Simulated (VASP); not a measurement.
## AlO: single point with PBE

Crystal: AlO.

```
Al O
1.0
     3.45127    0.00000    0.00000
     0.00000    3.45127    0.00000
     0.00000    0.00000    4.35287
Al O
2 2
Direct
  0.00000 0.50000 0.19171
  0.50000 0.00000 0.80829
  0.00000 0.00000 0.00000
  0.50000 0.50000 0.00000
```

| Property | Result |
| --- | --- |
| Program | VASP 6.6.1 |
| Task | single point |
| Functional | PBE |
| Potentials or basis | VASP PAW PBE potentials, release 64 (Al, O) |
| Cutoff | 520 eV |
| k mesh | 14 × 14 × 10 |
| Occupations | gaussian, width 0.1 eV |
| Spin | no spin polarisation |
| Dipole correction | no |
| Further INCAR settings | ALGO = Normal; EDIFF = 1e-07; NBANDS = 17 |

- Pressure: 0.0 GPa
- Largest force: 0.010 eV/Å
- Band gap on the k mesh: zero (band 9 reaches 7.52 eV, above the bottom of band 10 at 5.29 eV)

Forces in eV/Å, atoms in the order of the input:
```
Al   0.000  0.000 -0.010
Al   0.000  0.000  0.010
O    0.000  0.000  0.000
O    0.000  0.000  0.000
```

Stress tensor (GPa, compression positive):
```
 0.05  0.00  0.00
 0.00  0.05  0.00
 0.00  0.00 -0.18
```

Levels at points of the mesh, in eV from the Fermi level:
```tsv
k point	band 7	band 8	band 9	band 10	band 11	band 12
(0.00, 0.00, 0.00)	-4.30	-3.71	-3.71	3.32	6.03	6.21
(0.50, 0.00, 0.00)	-5.94	-5.94	-1.02	-1.02	6.57	6.57
(0.50, 0.50, 0.00)	-3.08	-3.08	1.21	1.21	2.03	2.03
(0.00, 0.00, 0.50)	-3.71	-3.71	-1.03	1.86	4.45	5.34
(0.50, 0.00, 0.50)	-6.24	-6.24	0.23	0.23	5.78	5.78
(0.50, 0.50, 0.50)	-3.08	-3.08	-0.11	-0.11	4.18	4.18
```

Run time: 74 s on 1 thread of AMD EPYC 9R45 96-Core Processor (Zen 5), with other jobs on the host, peak memory 0.25 GiB.
